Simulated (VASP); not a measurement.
# Al2O3 (P-6m2) in VASP: a series of runs

Runs on Al2O3. Level: r2SCAN. Tasks: single point.

All numbers are computed with VASP 6.6.1; they aren't measurements. Logs are shortened: lines on timing, memory, paths and dates and some standing lists are left out, and cuts for length are marked.

## Step 1: The cell of the first run

The structure is hexagonal, space group P-6m2 (No. 187). Conventional cell: a = 2.856 Å, b = 2.856 Å, c = 7.661 Å, α = 90.00°, β = 90.00°, γ = 120.00°. Within 2.4 Å of Al (site symmetry 3m) lie 6 O at 1.78 to 2.15 Å. Within 2.4 Å of O (site symmetry 3m) lie 3 Al at 1.78 Å. Within 2.9 Å of O (site symmetry -6m2) lie 6 Al at 2.15 Å and 12 O at 2.63 to 2.86 Å.

## Step 2: Single point, r2SCAN

Contents of POSCAR:

```
Al2O3
1.0
    2.8556683654      0.0000000000      0.0000000000
   -1.4278341827      2.4730813492      0.0000000000
    0.0000000000      0.0000000000      7.6612881545
Al O
2 3
Direct
    0.0000000000      0.0000000000      0.1809441335
    0.0000000000      0.0000000000      0.8190558665
    0.3333333333      0.6666666667      0.2680062644
    0.6666666667      0.3333333333      0.0000000000
    0.3333333333      0.6666666667      0.7319937356
```

Contents of INCAR.step1:

```
SYSTEM = Al2O3
ALGO = Normal
EDIFF = 1E-4
ENCUT = 520
GGA = PE
ISMEAR = 0
LASPH = .TRUE.
LCHARG = .FALSE.
LREAL = .FALSE.
LWAVE = .TRUE.
NBANDS = 20
NELM = 100
PREC = Accurate
SIGMA = 0.05
```

Contents of INCAR.step2:

```
SYSTEM = Al2O3
ALGO = Normal
EDIFF = 1E-6
ENCUT = 520
ISIF = 2
ISMEAR = 0
ISTART = 1
LASPH = .TRUE.
LCHARG = .FALSE.
LMIXTAU = .TRUE.
LREAL = .FALSE.
LWAVE = .FALSE.
METAGGA = R2SCAN
NBANDS = 20
NELM = 100
PREC = Accurate
SIGMA = 0.05
```

Contents of KPOINTS:

```
k-points
0
G
  12 12 4
  0 0 0
```

Potentials or basis: VASP PAW PBE potentials, release 64 (Al, O).

Started as:

```sh
$ cat potpaw_PBE.64/Al/POTCAR potpaw_PBE.64/O/POTCAR > POTCAR
$ cp INCAR.step1 INCAR
$ mpirun -np 1 vasp_std > vasp.out
$ cp INCAR.step2 INCAR
$ mpirun -np 1 vasp_std > vasp.out
```

OUTCAR:

```text
SYSTEM = Al2O3
   EDIFF = 1E-6
   ENCUT = 520
   ISIF = 2
   ISMEAR = 0
   ISTART = 1
   LASPH = .TRUE.
   LREAL = .FALSE.
   METAGGA = R2SCAN
   NELM = 100
   PREC = Accurate

 ion  position               nearest neighbor table
   1  0.000  0.000  0.181-   3 1.78   3 1.78   3 1.78   4 2.15   4 2.15   4 2.15   2 2.77
   2  0.000  0.000  0.819-   5 1.78   5 1.78   5 1.78   4 2.15   4 2.15   4 2.15   1 2.77
   3  0.333  0.667  0.268-   1 1.78   1 1.78   1 1.78
   4  0.667  0.333  0.000-   1 2.15   2 2.15   1 2.15   2 2.15   1 2.15   2 2.15
   5  0.333  0.667  0.732-   2 1.78   2 1.78   2 1.78

  LATTYP: Found a hexagonal cell.
 ALAT       =     2.8556683654
 C/A-ratio  =     2.6828353906

  Lattice vectors:

 A1 = (   2.8556683654,   0.0000000000,   0.0000000000)
 A2 = (  -1.4278341827,   2.4730813492,   0.0000000000)
 A3 = (   0.0000000000,   0.0000000000,   7.6612881545)

Analysis of symmetry for initial positions (statically):
=====================================================================
 Subroutine PRICEL returns:
 Original cell was already a primitive cell.

 Routine SETGRP: Setting up the symmetry group for a
 hexagonal supercell.

 Subroutine GETGRP returns: Found 12 space group operations
 (whereof 12 operations were pure point group operations)
 out of a pool of 24 trial point group operations.

The static configuration has the point symmetry D_3h.

Analysis of symmetry for dynamics (positions and initial velocities):
=====================================================================
 Subroutine PRICEL returns:
 Original cell was already a primitive cell.

 Routine SETGRP: Setting up the symmetry group for a
 hexagonal supercell.

 Subroutine GETGRP returns: Found 12 space group operations
 (whereof 12 operations were pure point group operations)
 out of a pool of 24 trial point group operations.

The dynamic configuration has the point symmetry D_3h.

 Subroutine INISYM returns: Found 12 space group operations
 (whereof 12 operations are pure point group operations),
 and found     1 'primitive' translations

----------------------------------------------------------------------------------------

                                     Primitive cell

  volume of cell :      54.1063

  direct lattice vectors                    reciprocal lattice vectors
     2.855668365  0.000000000  0.000000000     0.350180719  0.202176932  0.000000000
    -1.427834183  2.473081349  0.000000000     0.000000000  0.404353864  0.000000000
     0.000000000  0.000000000  7.661288155     0.000000000  0.000000000  0.130526353

  length of vectors
     2.855668365  2.855668365  7.661288155     0.404353864  0.404353864  0.130526353

  position of ions in fractional coordinates (direct lattice)
     0.000000000  0.000000000  0.180944133
     0.000000000  0.000000000  0.819055867
     0.333333333  0.666666667  0.268006264
     0.666666667  0.333333333  0.000000000
     0.333333333  0.666666667  0.731993736

  ion indices of the primitive-cell ions
   primitive index   ion index
                 1           1
                 2           2
                 3           3
                 4           4
                 5           5

----------------------------------------------------------------------------------------

 KPOINTS: k-points

Automatic generation of k-mesh.
 Grid dimensions read from file:
 generate k-points for:   12   12    4

 Generating k-lattice:

  Cartesian coordinates                     Fractional coordinates (reciprocal lattice)
     0.029181727  0.016848078  0.000000000     0.083333333  0.000000000  0.000000000
     0.000000000  0.033696155  0.000000000     0.000000000  0.083333333  0.000000000
     0.000000000  0.000000000  0.032631588     0.000000000  0.000000000  0.250000000

  Length of vectors
     0.033696155  0.033696155  0.032631588

  Shift w.r.t. Gamma in fractional coordinates (k-lattice)
     0.000000000  0.000000000  0.000000000

 Subroutine IBZKPT returns following result:
 ===========================================

 Found     57 irreducible k-points:

 Following reciprocal coordinates:
            Coordinates               Weight
  0.000000  0.000000  0.000000      1.000000
  0.083333 -0.000000  0.000000      6.000000
  0.166667  0.000000  0.000000      6.000000
  0.250000  0.000000  0.000000      6.000000
  0.333333  0.000000  0.000000      6.000000
  0.416667  0.000000  0.000000      6.000000
[... 16 lines left out ...]
  0.250000  0.000000  0.250000     12.000000
  0.333333  0.000000  0.250000     12.000000
 [... further k-points ...]
   k-points           NKPTS =     57   k-points in BZ     NKDIM =     57   number of bands    NBANDS=     20
   number of dos      NEDOS =    301   number of ions     NIONS =      5
   total plane-waves  NPLWV =  34560
   dimension x,y,z NGX =    24 NGY =   24 NGZ =   60
   dimension x,y,z NGXF=    48 NGYF=   48 NGZF=  120
   ions per type =               2   3
   NGX,Y,Z   is equivalent  to a cutoff of  13.97, 13.97, 13.02 a.u.
   NGXF,Y,Z  is equivalent  to a cutoff of  27.94, 27.94, 26.04 a.u.
 SYSTEM =  Al2O3
   PREC   = accura    normal or accurate (medium, high low for compatibility)
   ISTART =      1    job   : 0-new  1-cont  2-samecut
   ICHARG =      0    charge: 1-file 2-atom 10-const
   ISPIN  =      1    spin polarized calculation?
   LNONCOLLINEAR =      F non collinear calculations
   LSORBIT =      F    spin-orbit coupling
   LASPH  =      T    aspherical Exc in radial PAW
   ENCUT  =  520.0 eV  38.22 Ry    6.18 a.u.   5.31  5.31 14.24*2*pi/ulx,y,z
   NELM   =    100;   NELMIN=  2; NELMDL=  0     # of ELM steps
   EDIFF  = 0.1E-05   stopping-criterion for ELM
   LREAL  =      F    real-space projection
   EDIFFG = 0.1E-04   stopping-criterion for IOM
   NSW    =      0    number of steps for IOM
   IBRION =     -1    ionic relax: 0-MD 1-quasi-New 2-CG
   NFREE  =      0    steps in history (QN), initial steepest desc. (CG)
   ISIF   =      2    stress and relaxation
   ISYM   =      2    0-nonsym 1-usesym 2-fastsym
   POTIM  = 0.5000    time-step for ionic-motion
   TEBEG  =    0.0;   TEEND  =   0.0 temperature during run
   PSTRESS=    0.0 pullay stress
   NELECT =      24.0000    total number of electrons
   NUPDOWN=      -1.0000    fix difference up-down
   EMIN   =  10.00;   EMAX   =-10.00  energy-range for DOS
   EFERMI =   0.00;   METHOD = LEGACY
   ISMEAR =     0;   SIGMA  =   0.05  broadening in eV -4-tet -1-fermi 0-gaus
   EFERMI_NEDOS =   21; number of points for ismear=-14 and -15
   IALGO  =     38    algorithm
   IMIX   =      4    mixing-type and parameters
     AMIX     =   0.40;   BMIX     =  1.00
     AMIX_MAG =   1.60;   BMIX_MAG =  1.00
  volume/ion in A,a.u.               =      10.82        73.03
  Fermi-wavevector in a.u.,A,eV,Ry     =   1.248521  2.359363 21.208832  1.558805
  Thomas-Fermi vector in A             =   2.382604
   LORBIT       =      0    0 simple, 1 ext, 2 COOP (PROOUT), +10 PAW based schemes
   METAGGA = R2SCAN    functional components
   LHFCALC =     F    Hartree Fock is set to
   AEXX    =    0.0000 exact exchange contribution
   IVDW    =     0    specifies the selected vdW correction
   LEPSILON=     F    determine dielectric tensor
   LRPA    =     F    only Hartree local field effects (RPA)
 non-spin polarized calculation
 Gauss-broadening in eV      SIGMA  =   0.05
  energy-cutoff  :      520.00
  volume of cell :       54.11
 maximum number of plane-waves:      1480
 NGX is ok and might be reduce to    24
   NGX = 11   NGY = 11   NGZ = 29

 number of electron      24.0000006 magnetization

 Free energy of the ion-electron system (eV)
  ---------------------------------------------------
  ext. energy  EPLUGINS =         0.00000000
  ---------------------------------------------------
  free energy    TOTEN  =       -46.82728802 eV

  energy without entropy =      -46.82728802  energy(sigma->0) =      -46.82728802

 E-fermi :   2.9702     XC(G=0): -10.4437

 val. band max:        2.7412333046   @ k =   0.1667   0.0000   0.0000
 cond. band min:       8.3803776041   @ k =   0.0000   0.0000   0.0000
 fundamental gap:      5.6391442995
 Fermi energy:         2.9702172059

 k-point     1 :       0.0000    0.0000    0.0000
  band No.  band energies     occupation
      1     -17.2608      2.00000
      2     -16.1184      2.00000
      3     -14.9738      2.00000
      4      -2.4838      2.00000
      5       0.2983      2.00000
      6       1.0525      2.00000
[... 12 lines left out ...]
     19      18.9235      0.00000
     20      19.1205      0.00000

 k-point     2 :       0.0833   -0.0000    0.0000
  band No.  band energies     occupation
      1     -17.1731      2.00000
      2     -16.0536      2.00000
      3     -14.9421      2.00000
      4      -2.4351      2.00000
      5       0.1088      2.00000
      6       0.8941      2.00000
[... 12 lines left out ...]
     19      18.7337      0.00000
     20      19.1486      0.00000

 k-point     3 :       0.1667    0.0000    0.0000
  band No.  band energies     occupation
      1     -16.9202      2.00000
      2     -15.8714      2.00000
      3     -14.8594      2.00000
      4      -2.3403      2.00000
      5      -0.5792      2.00000
      6       0.3124      2.00000
[... 12 lines left out ...]
     19      18.2216      0.00000
     20      18.9439      0.00000

 k-point     4 :       0.2500    0.0000    0.0000
  band No.  band energies     occupation
      1     -16.5342      2.00000
      2     -15.6088      2.00000
      3     -14.7623      2.00000
      4      -2.3882      2.00000
      5      -1.5943      2.00000
      6      -0.4676      2.00000
[... 429 lines left out ...]
 k-point    23 :       0.2500    0.0000    0.2500
  band No.  band energies     occupation
      1     -16.5309      2.00000
      2     -15.6180      2.00000
      3     -14.7555      2.00000
      4      -2.3992      2.00000
      5      -1.5732      2.00000
      6      -0.4501      2.00000
[... 12 lines left out ...]
     19      17.3867      0.00000
     20      18.7222      0.00000

 k-point    24 :       0.3333    0.0000    0.2500
  band No.  band energies     occupation
      1     -16.0718      2.00000
      2     -15.3355      2.00000
      3     -14.7008      2.00000
      4      -2.7491      2.00000
      5      -2.5669      2.00000
      6      -1.1941      2.00000
[... 12 lines left out ...]
     19      17.5418      0.00000
     20      18.9583      0.00000

 [... further k-points ...]

------------------------ aborting loop because EDIFF is reached ----------------------------------------

  FORCE on cell =-STRESS in cart. coord.  units (eV):
  Direction    XX          YY          ZZ          XY          YZ          ZX
  --------------------------------------------------------------------------------------
  -------------------------------------------------------------------------------------
  Total        0.0874198      0.0874198     -0.1081716      0.0000000     -0.0000000      0.0000000
  in kB        2.5886436      2.5886436     -3.2031397      0.0000000     -0.0000000      0.0000000
  external PRESSURE =       0.6580492 kB  Pullay stress =       0.0000000 kB

 VOLUME and BASIS-vectors are now :
 -----------------------------------------------------------------------------
  energy-cutoff  :      520.00
  volume of cell :       54.11
      direct lattice vectors                 reciprocal lattice vectors
     2.855668365  0.000000000  0.000000000     0.350180719  0.202176932  0.000000000
    -1.427834183  2.473081349  0.000000000     0.000000000  0.404353864  0.000000000
     0.000000000  0.000000000  7.661288155     0.000000000  0.000000000  0.130526353

 POSITION                                       TOTAL-FORCE (eV/Angst)
 -----------------------------------------------------------------------------------
      0.00000      0.00000      1.38627         0.000000      0.000000      0.018994
      0.00000      0.00000      6.27502         0.000000     -0.000000     -0.018994
     -0.00000      1.64872      2.05327        -0.000000     -0.000000     -0.037015
      1.42783      0.82436      0.00000        -0.000000     -0.000000      0.000000
     -0.00000      1.64872      5.60801        -0.000000     -0.000000      0.037015
 -----------------------------------------------------------------------------------
    total drift:                                0.000009     -0.000005      0.000000

  FREE ENERGIE OF THE ION-ELECTRON SYSTEM (eV)
  ---------------------------------------------------
  free  energy   TOTEN  =       -46.8272880167 eV

  energy  without entropy=      -46.8272880167  energy(sigma->0) =      -46.82728802
```

It took 3.8 min on 1 thread of Intel Xeon 8259CL, shared host; peak memory 0.21 GiB.

Results:

- Free energy: -46.8273 eV
- Pressure: 0.1 GPa
- Largest force: 0.037 eV/Å
- Band gap on the k mesh: 5.64 eV (least direct gap 5.82 eV)

Forces on the atoms (eV/Å):
```
Al   0.000  0.000  0.019
Al   0.000  0.000 -0.019
O    0.000  0.000 -0.037
O    0.000  0.000  0.000
O    0.000  0.000  0.037
```

Caveat: the PAW data sets were made with another functional, which shifts forces and pressure a little.

## Step 3: Single point, r2SCAN

Contents of POSCAR:

```
Al2O3
1.0
    2.8556683946      0.0000000000      0.0000000000
   -1.4278341973      2.4730813745      0.0000000000
    0.0000000000      0.0000000000      7.6612879089
Al O
2 3
Direct
    0.0000000000      0.0000000000      0.1809441412
    0.0000000000      0.0000000000      0.8190558588
    0.3333333333      0.6666666667      0.2680062770
    0.6666666667      0.3333333333      0.0000000000
    0.3333333333      0.6666666667      0.7319937230
```

Contents of INCAR.step1:

```
SYSTEM = Al2O3
PREC     = Accurate       ! precision mode
ENCUT    = 520            ! plane-wave cutoff, eV
ISMEAR   = 0              ! smearing method
SIGMA    = 0.02           ! smearing width, eV
LREAL    = .FALSE.        ! projectors in reciprocal space
LASPH    = .TRUE.         ! aspherical terms in the spheres
NELM     = 60             ! most SCF steps
NBANDS   = 20             ! bands
GGA      = PE             ! functional
ALGO     = Normal         ! electronic algorithm
EDIFF    = 1E-4           ! SCF threshold, eV
LWAVE    = .TRUE.         ! write WAVECAR
LCHARG   = .FALSE.        ! write CHGCAR
```

Contents of INCAR.step2:

```
SYSTEM = Al2O3
PREC     = Accurate       ! precision mode
ENCUT    = 520            ! plane-wave cutoff, eV
EDIFF    = 1E-7           ! SCF threshold, eV
ISMEAR   = 0              ! smearing method
SIGMA    = 0.02           ! smearing width, eV
LREAL    = .FALSE.        ! projectors in reciprocal space
LASPH    = .TRUE.         ! aspherical terms in the spheres
NELM     = 60             ! most SCF steps
ALGO     = Normal         ! electronic algorithm
ISIF     = 2              ! what is computed and relaxed
LWAVE    = .FALSE.        ! write WAVECAR
LCHARG   = .FALSE.        ! write CHGCAR
METAGGA  = R2SCAN         ! meta-GGA
LMIXTAU  = .TRUE.       
NBANDS   = 20             ! bands
ISTART   = 1
```

Contents of KPOINTS:

```
Automatic mesh
0
G
  12 12 4
  0 0 0
```

Potentials or basis: VASP PAW PBE potentials, release 64 (Al, O).

Started as:

```sh
$ cat potpaw_PBE.64/Al/POTCAR potpaw_PBE.64/O/POTCAR > POTCAR
$ cp INCAR.step1 INCAR
$ mpirun -np 1 vasp_std > vasp.out
$ cp INCAR.step2 INCAR
$ mpirun -np 1 vasp_std > vasp.out
```

Wall time 7.1 min (1 thread of Intel Xeon 8259CL, shared host); peak memory 0.21 GiB.

Results (log left out):

```
Free energy            : -46.8273 eV
Pressure               : -0.2 GPa
Largest force          : 0.039 eV/Å
Band gap on the k mesh : 5.64 eV (least direct gap 5.81 eV)
```

Forces on the atoms (eV/Å):
```
Al   0.000  0.000  0.021
Al   0.000  0.000 -0.021
O    0.000  0.000 -0.039
O    0.000  0.000  0.000
O    0.000  0.000  0.039
```

Stress tensor (GPa, compression positive):
```
 0.03  0.00  0.00
 0.00  0.03  0.00
 0.00  0.00 -0.52
```

Levels at points of the mesh, in eV from the valence-band top:
```
           k point  band 10  band 11  band 12  band 13  band 14  band 15
(0.00, 0.00, 0.00)    -0.70    -0.70    -0.18     5.64     8.50     9.46
(0.50, 0.00, 0.00)    -1.20    -0.88    -0.81     8.75     9.94    10.22
(0.00, 0.00, 0.50)    -0.69    -0.69    -0.59     6.06     8.06     9.26
(0.50, 0.00, 0.50)    -1.20    -1.06    -0.60     8.84     9.94    10.31
```

Caveat: the PAW data sets were made with another functional, which shifts forces and pressure a little. A k mesh can miss the band edges.

## Step 4: Single point, r2SCAN

POSCAR is that of step 3.

Contents of INCAR.step1:

```
ALGO = Normal
EDIFF = 1E-4
ENCUT = 520
GGA = PE
ISMEAR = 0
LASPH = True
LCHARG = False
LREAL = False
LWAVE = True
NBANDS = 20
NELM = 80
PREC = Accurate
SIGMA = 0.02
```

Contents of INCAR.step2:

```
ALGO = Normal
EDIFF = 1E-7
ENCUT = 520
ISIF = 2
ISMEAR = 0
ISTART = 1
LASPH = True
LCHARG = False
LMIXTAU = True
LREAL = False
LWAVE = False
METAGGA = R2SCAN
NBANDS = 20
NELM = 80
PREC = Accurate
SIGMA = 0.02
```

Contents of KPOINTS:

```
k-points
0
Gamma
  12 12 4
```

Started as:

```sh
$ cat potpaw_PBE.64/Al/POTCAR potpaw_PBE.64/O/POTCAR > POTCAR
$ cp INCAR.step1 INCAR
$ mpirun -np 1 vasp_std > vasp.out
$ cp INCAR.step2 INCAR
$ mpirun -np 1 vasp_std > vasp.out
```

Run time: 7.1 min. Hardware: 1 thread of Intel Xeon 8259CL, shared host; peak memory 0.21 GiB.

Results (log left out):

```
Free energy            : -46.8273 eV
Pressure               : -0.2 GPa
Largest force          : 0.039 eV/Å
Band gap on the k mesh : 5.64 eV (least direct gap 5.81 eV)
```

Forces in eV/Å, atoms in the order of the input:
```
Al   0.000  0.000  0.021
Al   0.000  0.000 -0.021
O    0.000  0.000 -0.039
O    0.000  0.000  0.000
O    0.000  0.000  0.039
```

Stress tensor (GPa, compression positive):
```
 0.03  0.00  0.00
 0.00  0.03  0.00
 0.00  0.00 -0.52
```

Levels at points of the mesh, in eV from the valence-band top:
| k point | band 10 | band 11 | band 12 | band 13 | band 14 | band 15 |
| --- | --- | --- | --- | --- | --- | --- |
| (0.00, 0.00, 0.00) | -0.70 | -0.70 | -0.18 | 5.64 | 8.50 | 9.46 |
| (0.50, 0.00, 0.00) | -1.20 | -0.88 | -0.81 | 8.75 | 9.94 | 10.22 |
| (0.00, 0.00, 0.50) | -0.69 | -0.69 | -0.59 | 6.06 | 8.06 | 9.26 |
| (0.50, 0.00, 0.50) | -1.20 | -1.06 | -0.60 | 8.84 | 9.94 | 10.31 |

Caveat: the PAW data sets were made with another functional, which shifts forces and pressure a little. A k mesh can miss the band edges.
